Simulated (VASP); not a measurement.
Write the native input for VASP 6.6.1 that does the following.

- Task: single point
- Functional: PBE
- Potentials or basis: VASP PAW PBE potentials, release 64 (Sr_sv, Ti_sv, O)
- Cutoff: 520 eV
- k mesh: 4 × 4 × 4
- Occupations: gaussian, width 0.1 eV
- Spin: collinear spin
- Starting moments: [0.0, 0.0, 1.0, 1.0, 0.0, 0.0, 0.0, 0.0, 0.0, 0.0] μB
- Dipole correction: no
- Further INCAR settings: ALGO = Normal; EDIFF = 1e-06; NBANDS = 55

The structure of SrTiO3 lies in POSCAR:

```
SrTiO3
1.0
   -2.7797492264      2.7797492264      3.9371791772
    2.7797492264     -2.7797492264      3.9371791772
    2.7797492264      2.7797492264     -3.9371791772
Sr Ti O
2 2 6
Direct
    0.7500000000      0.2500000000      0.5000000000
    0.2500000000      0.7500000000      0.5000000000
    0.0000000000      0.0000000000      0.0000000000
    0.5000000000      0.5000000000      0.0000000000
    0.2500000000      0.2500000000      0.0000000000
    0.7500000000      0.7500000000      0.0000000000
    0.7349334454      0.2349334454      0.9698668908
    0.2349334454      0.2650665546      0.5000000000
    0.2650665546      0.7650665546      0.0301331092
    0.7650665546      0.7349334454      0.5000000000
```

The input as run:

INCAR

```
  PREC = Accurate
  ENCUT = 520
  EDIFF = 1E-6
  ISMEAR = 0
  SIGMA = 0.1
  LREAL = F
  LASPH = T
  NELM = 150
  ALGO = Normal
  ISIF = 2
  LWAVE = F
  LCHARG = F
  ISPIN = 2
  MAGMOM = 0 0 1 1 0 0 0 0 0 0
  LORBIT = 11
  LMAXMIX = 4
  GGA = PE
  NBANDS = 55
```

KPOINTS

```
Automatic mesh
0
Gamma
  4 4 4
```

Potentials or basis: VASP PAW PBE potentials, release 64 (Sr_sv, Ti_sv, O).

Command:

```sh
$ cat potpaw_PBE.64/Sr_sv/POTCAR potpaw_PBE.64/Ti_sv/POTCAR potpaw_PBE.64/O/POTCAR > POTCAR
$ mpirun -np 1 vasp_std > vasp.out
```

Results of the run:

The pressure is 0.9 GPa and the largest force is 0.017 eV/Å. The band gap on the k mesh is 1.86 eV. The net moment is 0.00 μB per cell. The valence electrons inside the program's atomic spheres are Sr 7.99; Ti 10.26; O 5.04, 5.05 (each value once).

Wall time 4.5 min on 1 thread of Intel(R) Xeon(R) Platinum 8488C (Sapphire Rapids), with other jobs on the host, peak memory 0.38 GiB.
